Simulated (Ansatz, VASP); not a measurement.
## AlN: VASP beside Ansatz

POSCAR

```
AlN
1.0
    3.1066937602      0.0000000000      0.0000000000
   -1.5533468801      2.6904757181      0.0000000000
    0.0000000000      0.0000000000      5.1777352140
Al N
2 2
Direct
    0.3333333333      0.6666666667     -0.0004591778
    0.6666666667      0.3333333333      0.4995408222
    0.3333333333      0.6666666667      0.3754591778
    0.6666666667      0.3333333333      0.8754591778
```

INCAR.step1

```
SYSTEM = AlN
PREC = Accurate
ENCUT = 520
EDIFF = 1E-5
ISMEAR = 0
SIGMA = 0.01
LREAL = .FALSE.
LASPH = .TRUE.
NELM = 60
ALGO = Normal
ISIF = 2
LWAVE = .TRUE.
LCHARG = .FALSE.
GGA = PE
NBANDS = 16
```

INCAR.step2

```
SYSTEM = AlN
PREC = Accurate
ENCUT = 520
EDIFF = 1E-6
ISMEAR = 0
SIGMA = 0.01
LREAL = .FALSE.
LASPH = .TRUE.
NELM = 60
ALGO = Normal
ISIF = 2
LWAVE = .FALSE.
LCHARG = .FALSE.
GGA = PE
LHFCALC = .TRUE.
HFSCREEN = 0.2079
PRECFOCK = Normal
ISTART = 1
NBANDS = 16
```

KPOINTS

```
Automatic mesh
0
G
  6 6 4
  0 0 0
```

Input for Ansatz:

```yaml
crystal:
  lattice:
    - [3.1066937602, 0.0, 0.0]
    - [-1.5533468801, 2.6904757181, 0.0]
    - [0.0, 0.0, 5.177735214]
  atoms:
    - { symbol: Al, position: [0.3333333333, 0.6666666667, -0.0004591778] }
    - { symbol: Al, position: [0.6666666667, 0.3333333333, 0.4995408222] }
    - { symbol: "N", position: [0.3333333333, 0.6666666667, 0.3754591778] }
    - { symbol: "N", position: [0.6666666667, 0.3333333333, 0.8754591778] }
kpoints:
  mp_grid: { grid: [6, 6, 4] }
  band_path:
    path:
      - [0.0, 0.0, 0.0]
      - [0.5, 0.0, 0.0]
      - [0.3333333333, 0.3333333333, 0.0]
      - [0.0, 0.0, 0.5]
      - [0.5, 0.0, 0.5]
      - [0.3333333333, 0.3333333333, 0.5]
    npoints: 1
hamiltonian:
  xc: hse06
scf:
  occupations: { method: fixed }
  n_extra_bands: 5
output:
  forces: true
  stress: true
  eigenvalues: true
  write_density: true
  write_potential: true
  elf: true
  volumetric_format: npy
```

Change from the starting cell: uniaxial_z strain +4.0%.

Alike in both runs: task single point; functional HSE06; k mesh 6 × 6 × 4; no spin polarisation.

```csv
,VASP,Ansatz
version,VASP 6.6.1,Ansatz 0.2.0
potentials or method,"VASP PAW PBE potentials, release 64 (Al, N)","plane waves, PAW"
plane-wave cutoff (eV),520,420
occupations,"gaussian, width 0.01 eV",fixed
valence electrons in the cell,16,16
```

|  | VASP | Ansatz | Ansatz less VASP |
| --- | --- | --- | --- |
| gap on the k mesh at the Fermi level (eV) | 5.27 | 5.28 | +0.011 |
| pressure (GPa) | -8.1 | -7.9 | +0.18 |
| traceless stress, the component that is largest in VASP (GPa) | -7.92 | -7.92 | -0.002 |
| rms of the force components (eV/Å) | 0.003 | 0.004 | +0.0009 |

Atom by atom the forces differ by 0.001 eV/Å (rms over components). Ansatz's warnings: stress exchange threshold loose, stress scf threshold loose.
